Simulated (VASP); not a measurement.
Here is a VASP 6.6.1 calculation.

The input POSCAR:

```
Pt
1.0
    2.7606660000      0.0000000000      0.0000000000
   -1.3803330000      2.3908068874      0.0000000000
    0.0000000000      0.0000000000      4.7921340000
Pt
2
Direct
    0.6666666667      0.3333333333      0.7500000000
    0.3333333333      0.6666666667      0.2500000000
```

File INCAR.step1:

```
SYSTEM = Pt
PREC     = Accurate       ! precision mode
ENCUT    = 600            ! plane-wave cutoff, eV
ISMEAR   = -1             ! smearing method
SIGMA    = 0.1            ! smearing width, eV
LREAL    = .False.        ! projectors in reciprocal space
LASPH    = .True.         ! aspherical terms in the spheres
NELM     = 100            ! most SCF steps
GGA      = PE             ! functional
ALGO     = Normal         ! electronic algorithm
EDIFF    = 1E-4           ! SCF threshold, eV
LWAVE    = .True.         ! write WAVECAR
LCHARG   = .False.        ! write CHGCAR
```

The input INCAR.step2:

```
SYSTEM = Pt
PREC     = Accurate       ! precision mode
ENCUT    = 600            ! plane-wave cutoff, eV
EDIFF    = 1E-6           ! SCF threshold, eV
ISMEAR   = -1             ! smearing method
SIGMA    = 0.1            ! smearing width, eV
LREAL    = .False.        ! projectors in reciprocal space
LASPH    = .True.         ! aspherical terms in the spheres
NELM     = 100            ! most SCF steps
ALGO     = Normal         ! electronic algorithm
ISIF     = 3              ! what is computed and relaxed
LWAVE    = .False.        ! write WAVECAR
LCHARG   = .False.        ! write CHGCAR
METAGGA  = R2SCAN         ! meta-GGA
LMIXTAU  = .True.       
IVDW     = 13             ! dispersion correction
VDW_S6   = 1.0          
VDW_S8   = 0.6018749    
VDW_A1   = 0.51559235   
VDW_A2   = 5.77342911   
IBRION   = 2              ! ionic algorithm
NSW      = 80             ! ionic steps
EDIFFG   = -0.01          ! ionic threshold
ISTART   = 1
```

File KPOINTS:

```
Automatic mesh
0
Gamma
  12 12 6
  0 0 0
```

Potentials or basis: VASP PAW PBE potentials, release 64 (Pt).

Launch:

```bash
$ cat potpaw_PBE.64/Pt/POTCAR > POTCAR
$ cp INCAR.step1 INCAR
$ mpirun -np 1 vasp_std > vasp.out
$ cp INCAR.step2 INCAR
$ mpirun -np 1 vasp_std > vasp.out
```

What does it give for the space group after relaxing (to 0.1 Å)?

P6_3/mmc (No. 194).

Estimate the band gap on the k mesh.

zero (bands 10 and 11 overlap by 1.45 eV).

Final structure:
```yaml
crystal:
  lattice:
    - [2.73631, 0.00000, 0.00000]
    - [-1.36816, 2.36971, 0.00000]
    - [0.00000, 0.00000, 4.73222]
  atoms:
    - { symbol: Pt, position: [0.66667, 0.33333, 0.75000] }
    - { symbol: Pt, position: [0.33333, 0.66667, 0.25000] }
```

Caveat: spin-orbit coupling is left out, which moves the levels of the heavy elements.
